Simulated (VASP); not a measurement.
# Ge (Cmcm) in VASP: further runs

Aim: see how the results for Ge move with the level of theory and the settings. Levels: revPBE, BLYP, PBE. Tasks: single point.

All numbers are computed with VASP 6.6.1; they aren't measurements. Logs are shortened: lines on timing, memory, paths and dates and some standing lists are left out, and cuts for length are marked.

## 1. The cell of the first run

Symmetry: Cmcm, No. 63, orthorhombic system. The conventional cell has a = 2.976 Å, b = 5.189 Å, c = 4.728 Å, α = 90.00°, β = 90.00°, γ = 90.00°. Within 3.9 Å of Ge (site symmetry m2m) lie 12 Ge at 2.92 to 2.99 Å.

## 2. Single point, revPBE

INCAR reads:

```
PREC = Accurate
ENCUT = 520
EDIFF = 1E-6
ISMEAR = -1
SIGMA = 0.05
LREAL = False
LASPH = True
NELM = 60
ALGO = Normal
ISIF = 2
LWAVE = False
LCHARG = False
GGA = RE
NBANDS = 21
```

KPOINTS reads:

```
regular mesh
0
Gamma
  10 10 6
```

POSCAR reads:

```
Ge
1.0
    1.4880529250     -2.5946896100      0.0000000000
    1.4880529250      2.5946896100      0.0000000000
    0.0000000000      0.0000000000      4.7275957900
Ge
2
Direct
    0.3334466300      0.6665533700      0.2500000000
    0.6665533700      0.3334466300      0.7500000000
```

Potentials or basis: VASP PAW PBE potentials, release 64 (Ge_d).

Run with:

```console
$ cat potpaw_PBE.64/Ge_d/POTCAR > POTCAR
$ mpirun -np 1 vasp_std > vasp.out
```

OUTCAR:

```text
PREC = Accurate
   ENCUT = 520
   EDIFF = 1E-6
   ISMEAR = -1
   LREAL = False
   LASPH = True
   NELM = 60
   ISIF = 2
   GGA = RE

 ion  position               nearest neighbor table
   1  0.333  0.667  0.250-
   2  0.667  0.333  0.750-

  LATTYP: Found a base centered orthorhombic cell.
 ALAT       =     2.9761058500
 B/A-ratio  =     1.7436809984
 C/A-ratio  =     1.5885173540

  Lattice vectors:

 A1 = (   1.4880529250,  -2.5946896100,   0.0000000000)
 A2 = (   1.4880529250,   2.5946896100,   0.0000000000)
 A3 = (   0.0000000000,   0.0000000000,   4.7275957900)

Analysis of symmetry for initial positions (statically):
=====================================================================
 Subroutine PRICEL returns:
 Original cell was already a primitive cell.

 Routine SETGRP: Setting up the symmetry group for a
 base centered orthorhombic supercell.

 Subroutine GETGRP returns: Found  8 space group operations
 (whereof  4 operations were pure point group operations)
 out of a pool of  8 trial point group operations.

The static configuration has the point symmetry C_2h.
 The point group associated with its full space group is D_2h.

Analysis of symmetry for dynamics (positions and initial velocities):
=====================================================================
 Subroutine PRICEL returns:
 Original cell was already a primitive cell.

 Routine SETGRP: Setting up the symmetry group for a
 base centered orthorhombic supercell.

 Subroutine GETGRP returns: Found  8 space group operations
 (whereof  4 operations were pure point group operations)
 out of a pool of  8 trial point group operations.

The dynamic configuration has the point symmetry C_2h.
 The point group associated with its full space group is D_2h.

 Subroutine INISYM returns: Found  8 space group operations
 (whereof  4 operations are pure point group operations),
 and found     1 'primitive' translations

----------------------------------------------------------------------------------------

                                     Primitive cell

  volume of cell :      36.5068

  direct lattice vectors                    reciprocal lattice vectors
     1.488052925 -2.594689610  0.000000000     0.336009554 -0.192701277  0.000000000
     1.488052925  2.594689610  0.000000000     0.336009554  0.192701277  0.000000000
     0.000000000  0.000000000  4.727595790     0.000000000  0.000000000  0.211524006

  length of vectors
     2.991106096  2.991106096  4.727595790     0.387345069  0.387345069  0.211524006

  position of ions in fractional coordinates (direct lattice)
     0.333446630  0.666553370  0.250000000
     0.666553370  0.333446630  0.750000000

  ion indices of the primitive-cell ions
   primitive index   ion index
                 1           1
                 2           2

----------------------------------------------------------------------------------------

 KPOINTS: regular mesh

Automatic generation of k-mesh.
 Grid dimensions read from file:
 generate k-points for:   10   10    6

 Generating k-lattice:

  Cartesian coordinates                     Fractional coordinates (reciprocal lattice)
     0.033600955 -0.019270128  0.000000000     0.100000000 -0.000000000  0.000000000
     0.033600955  0.019270128  0.000000000    -0.000000000  0.100000000  0.000000000
     0.000000000  0.000000000  0.035254001     0.000000000  0.000000000  0.166666667

  Length of vectors
     0.038734507  0.038734507  0.035254001

  Shift w.r.t. Gamma in fractional coordinates (k-lattice)
     0.000000000  0.000000000  0.000000000

 Subroutine IBZKPT returns following result:
 ===========================================

 Found    124 irreducible k-points:

 Following reciprocal coordinates:
            Coordinates               Weight
  0.000000  0.000000  0.000000      1.000000
  0.100000  0.000000  0.000000      4.000000
  0.200000  0.000000  0.000000      4.000000
  0.300000 -0.000000  0.000000      4.000000
  0.400000 -0.000000  0.000000      4.000000
  0.500000 -0.000000  0.000000      2.000000
[... 16 lines left out ...]
  0.300000  0.300000  0.000000      2.000000
  0.400000  0.300000  0.000000      4.000000
 [... further k-points ...]
   k-points           NKPTS =    124   k-points in BZ     NKDIM =    124   number of bands    NBANDS=     21
   number of dos      NEDOS =    301   number of ions     NIONS =      2
   total plane-waves  NPLWV =  20736
   dimension x,y,z NGX =    24 NGY =   24 NGZ =   36
   dimension x,y,z NGXF=    48 NGYF=   48 NGZF=   72
   ions per type =               2
   NGX,Y,Z   is equivalent  to a cutoff of  13.34, 13.34, 12.66 a.u.
   NGXF,Y,Z  is equivalent  to a cutoff of  26.68, 26.68, 25.32 a.u.
 SYSTEM =  unknown system
   PREC   = accura    normal or accurate (medium, high low for compatibility)
   ISTART =      0    job   : 0-new  1-cont  2-samecut
   ICHARG =      2    charge: 1-file 2-atom 10-const
   ISPIN  =      1    spin polarized calculation?
   LNONCOLLINEAR =      F non collinear calculations
   LSORBIT =      F    spin-orbit coupling
   LASPH  =      T    aspherical Exc in radial PAW
   ENCUT  =  520.0 eV  38.22 Ry    6.18 a.u.   5.56  5.56  8.79*2*pi/ulx,y,z
   NELM   =     60;   NELMIN=  2; NELMDL= -5     # of ELM steps
   EDIFF  = 0.1E-05   stopping-criterion for ELM
   LREAL  =      F    real-space projection
   EDIFFG = 0.1E-04   stopping-criterion for IOM
   NSW    =      0    number of steps for IOM
   IBRION =     -1    ionic relax: 0-MD 1-quasi-New 2-CG
   NFREE  =      0    steps in history (QN), initial steepest desc. (CG)
   ISIF   =      2    stress and relaxation
   ISYM   =      2    0-nonsym 1-usesym 2-fastsym
   POTIM  = 0.5000    time-step for ionic-motion
   TEBEG  =    0.0;   TEEND  =   0.0 temperature during run
   PSTRESS=    0.0 pullay stress
   NELECT =      28.0000    total number of electrons
   NUPDOWN=      -1.0000    fix difference up-down
   EMIN   =  10.00;   EMAX   =-10.00  energy-range for DOS
   EFERMI =   0.00;   METHOD = LEGACY
   ISMEAR =    -1;   SIGMA  =   0.05  broadening in eV -4-tet -1-fermi 0-gaus
   EFERMI_NEDOS =   21; number of points for ismear=-14 and -15
   IALGO  =     38    algorithm
   IMIX   =      4    mixing-type and parameters
     AMIX     =   0.40;   BMIX     =  1.00
     AMIX_MAG =   1.60;   BMIX_MAG =  1.00
  volume/ion in A,a.u.               =      18.25       123.18
  Fermi-wavevector in a.u.,A,eV,Ry     =   1.498544  2.831837 30.553703  2.245634
  Thomas-Fermi vector in A             =   2.610289
   LORBIT       =      0    0 simple, 1 ext, 2 COOP (PROOUT), +10 PAW based schemes
   GGA     = RE    functional components
   LHFCALC =     F    Hartree Fock is set to
   AEXX    =    0.0000 exact exchange contribution
   IVDW    =     0    specifies the selected vdW correction
   LEPSILON=     F    determine dielectric tensor
   LRPA    =     F    only Hartree local field effects (RPA)
 non-spin polarized calculation
  energy-cutoff  :      520.00
  volume of cell :       36.51
 maximum number of plane-waves:      1014
 NGX is ok and might be reduce to    24
   NGX = 11   NGY = 11   NGZ = 17

 number of electron      28.0000012 magnetization

 Free energy of the ion-electron system (eV)
  ---------------------------------------------------
  ext. energy  EPLUGINS =         0.00000000
  ---------------------------------------------------
  free energy    TOTEN  =        -7.73875391 eV

  energy without entropy =       -7.73019893  energy(sigma->0) =       -7.73447642

 E-fermi :   7.1372     XC(G=0): -11.3908

 val. band max:        7.1175520424   @ k =   0.5000   0.3000   0.1667
 cond. band min:       7.1407313362   @ k =   0.3000   0.2000   0.5000
 fundamental gap:      0.0231792939
 Fermi energy:         7.1371761119

 k-point     1 :       0.0000    0.0000    0.0000
  band No.  band energies     occupation
      1     -17.5609      2.00000
      2     -17.5517      2.00000
      3     -17.5487      2.00000
      4     -17.5480      2.00000
      5     -17.5426      2.00000
      6     -17.5394      2.00000
[... 13 lines left out ...]
     20      20.0383      0.00000
     21      21.3096      0.00000

 k-point     2 :       0.1000    0.0000    0.0000
  band No.  band energies     occupation
      1     -17.5637      2.00000
      2     -17.5547      2.00000
      3     -17.5424      2.00000
      4     -17.5383      2.00000
      5     -17.5354      2.00000
      6     -17.5328      2.00000
[... 13 lines left out ...]
     20      20.2192      0.00000
     21      21.4051      0.00000

 k-point     3 :       0.2000    0.0000    0.0000
  band No.  band energies     occupation
      1     -17.5790      2.00000
      2     -17.5492      2.00000
      3     -17.5433      2.00000
      4     -17.5411      2.00000
      5     -17.5320      2.00000
      6     -17.5202      2.00000
[... 13 lines left out ...]
     20      20.0891      0.00000
     21      21.2760      0.00000

 k-point     4 :       0.3000   -0.0000    0.0000
  band No.  band energies     occupation
      1     -17.5957      2.00000
      2     -17.5585      2.00000
      3     -17.5508      2.00000
      4     -17.5495      2.00000
      5     -17.5190      2.00000
      6     -17.4929      2.00000
[... 13 lines left out ...]
     20      19.1426      0.00000
     21      20.5894      0.00000

 k-point     5 :       0.4000   -0.0000    0.0000
  band No.  band energies     occupation
      1     -17.6083      2.00000
      2     -17.5721      2.00000
      3     -17.5582      2.00000
      4     -17.5526      2.00000
      5     -17.5065      2.00000
      6     -17.4995      2.00000
[... 13 lines left out ...]
     20      18.5888      0.00000
     21      20.0904      0.00000
[... 382 lines left out ...]
     20      17.9843      0.00000
     21      20.8538      0.00000

 k-point    22 :      -0.2000    0.2000    0.0000
  band No.  band energies     occupation
      1     -17.5813      2.00000
      2     -17.5499      2.00000
      3     -17.5433      2.00000
      4     -17.5402      2.00000
      5     -17.5338      2.00000
      6     -17.5186      2.00000
[... 13 lines left out ...]
     20      20.0996      0.00000
     21      21.3962      0.00000

 k-point    23 :       0.3000    0.3000    0.0000
  band No.  band energies     occupation
      1     -17.5953      2.00000
      2     -17.5463      2.00000
      3     -17.5432      2.00000
      4     -17.5348      2.00000
      5     -17.5178      2.00000
      6     -17.5052      2.00000
[... 13 lines left out ...]
     20      22.6999      0.00000
     21      23.2557      0.00000

 k-point    24 :       0.4000    0.3000    0.0000
  band No.  band energies     occupation
      1     -17.5950      2.00000
      2     -17.5459      2.00000
      3     -17.5424      2.00000
      4     -17.5337      2.00000
      5     -17.5185      2.00000
      6     -17.5068      2.00000
[... 13 lines left out ...]
     20      22.8318      0.00000
     21      23.4229      0.00000

 [... further k-points ...]

------------------------ aborting loop because EDIFF is reached ----------------------------------------

  FORCE on cell =-STRESS in cart. coord.  units (eV):
  Direction    XX          YY          ZZ          XY          YZ          ZX
  --------------------------------------------------------------------------------------
  -------------------------------------------------------------------------------------
  Total        1.0211534      1.0696698      1.6315033      0.0000000      0.0000000      0.0000000
  in kB       44.8154194     46.9446595     71.6018768      0.0000000      0.0000000      0.0000000
  external PRESSURE =      54.4539852 kB  Pullay stress =       0.0000000 kB

 VOLUME and BASIS-vectors are now :
 -----------------------------------------------------------------------------
  energy-cutoff  :      520.00
  volume of cell :       36.51
      direct lattice vectors                 reciprocal lattice vectors
     1.488052925 -2.594689610  0.000000000     0.336009554 -0.192701277  0.000000000
     1.488052925  2.594689610  0.000000000     0.336009554  0.192701277  0.000000000
     0.000000000  0.000000000  4.727595790     0.000000000  0.000000000  0.211524006

 POSITION                                       TOTAL-FORCE (eV/Angst)
 -----------------------------------------------------------------------------------
      1.48805      0.86431      1.18190         0.000000     -0.001207     -0.000000
      1.48805     -0.86431      3.54570         0.000000      0.001207      0.000000
 -----------------------------------------------------------------------------------
    total drift:                                0.000000     -0.000000      0.000000

  FREE ENERGIE OF THE ION-ELECTRON SYSTEM (eV)
  ---------------------------------------------------
  free  energy   TOTEN  =        -7.7387539113 eV

  energy  without entropy=       -7.7301989347  energy(sigma->0) =       -7.73447642
```

It took 20 s on 1 thread of Intel Xeon 6975P-C (Granite Rapids), shared host; peak memory 0.2 GiB.

Results:

* Free energy: -7.7388 eV
* Pressure: 5.4 GPa
* Band gap on the k mesh: zero (band 14 reaches 13.94 eV, above the bottom of band 15 at 4.93 eV)

Caveat: the PAW data sets were made with another functional, which shifts forces and pressure a little.

[end of part 1 of 3]
